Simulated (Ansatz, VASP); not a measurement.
**Two plane-wave programs on C**

File INCAR:

```
PREC     = Accurate       # precision mode
ENCUT    = 520            # plane-wave cutoff, eV
EDIFF    = 1E-6           # SCF threshold, eV
ISMEAR   = 0              # smearing method
SIGMA    = 0.15           # smearing width, eV
LREAL    = False          # projectors in reciprocal space
LASPH    = True           # aspherical terms in the spheres
NELM     = 80             # most SCF steps
ALGO     = Normal         # electronic algorithm
ISIF     = 2              # what is computed and relaxed
LWAVE    = False          # write WAVECAR
LCHARG   = True           # write CHGCAR
GGA      = PE             # functional
LELF     = True           # ELF
LVHAR    = True         
NBANDS   = 16             # bands
```

The input KPOINTS:

```
Automatic mesh
0
Gamma
  21 21 6
```

The input POSCAR:

```
C
1.0
    1.2773834492     -2.1540618855      0.0000000000
    1.2773834492      2.1540618855      0.0000000000
    0.0000000000      0.0000000000      8.7804640453
C
4
Direct
    0.0833329406      0.9166670594      0.7503043452
    0.5833329406      0.4166670594      0.2496956548
    0.9166670594      0.0833329406      0.2496956548
    0.4166670594      0.5833329406      0.7503043452
```

Input for Ansatz:

```yaml
crystal:
  lattice:
    - [1.2773834492, -2.1540618855, 0.0]
    - [1.2773834492, 2.1540618855, 0.0]
    - [0.0, 0.0, 8.7804640453]
  atoms:
    - { symbol: C, position: [0.0833329406, 0.9166670594, 0.7503043452] }
    - { symbol: C, position: [0.5833329406, 0.4166670594, 0.2496956548] }
    - { symbol: C, position: [0.9166670594, 0.0833329406, 0.2496956548] }
    - { symbol: C, position: [0.4166670594, 0.5833329406, 0.7503043452] }
basis:
  ecutwfc: 520.0
kpoints:
  mp_grid: { grid: [21, 21, 6] }
hamiltonian:
  xc: pbe
  pseudopotentials: { kind: paw, azcp: { folder: soft_1 } }
scf:
  occupations: { method: gaussian, width: 0.15 }
output:
  forces: true
  stress: true
  eigenvalues: true
  write_density: true
  write_potential: true
  elf: true
  volumetric_format: npy
```

Change from the starting cell: volume 12.080 Å^3 an atom, stretch along a over the lengths across it, relative to the relaxed cell 1.0271.

Alike in both runs: task single point; functional PBE; k mesh 21 × 21 × 6; occupations gaussian, width 0.15 eV; no spin polarisation.

```csv
,VASP,Ansatz
version,VASP 6.6.1,Ansatz 0.2.0
potentials or method,"VASP PAW PBE potentials, release 64 (C), cutoff 520 eV","scalar-relativistic, plane waves, PAW"
valence electrons in the cell,16,16
```

Ansatz gave:

| Quantity | Value |
| --- | --- |
| gap on the k mesh at the Fermi level (eV) | 0.18 |
| least direct gap on the mesh (eV) | 0.18 |
| pressure (GPa) | -12.4 |
| traceless stress, the component that is largest in VASP (GPa) | -14.26 |
| rms of the force components (eV/Å) | 0.090 |

Task: Estimate VASP's values.

Result: gap on the k mesh at the Fermi level (eV): 0.18; least direct gap on the mesh (eV): 0.18; pressure (GPa): -12.1; traceless stress, the component that is largest in VASP (GPa): -14.10; rms of the force components (eV/Å): 0.094.

Atom by atom the forces differ by 0.004 eV/Å (rms over components).
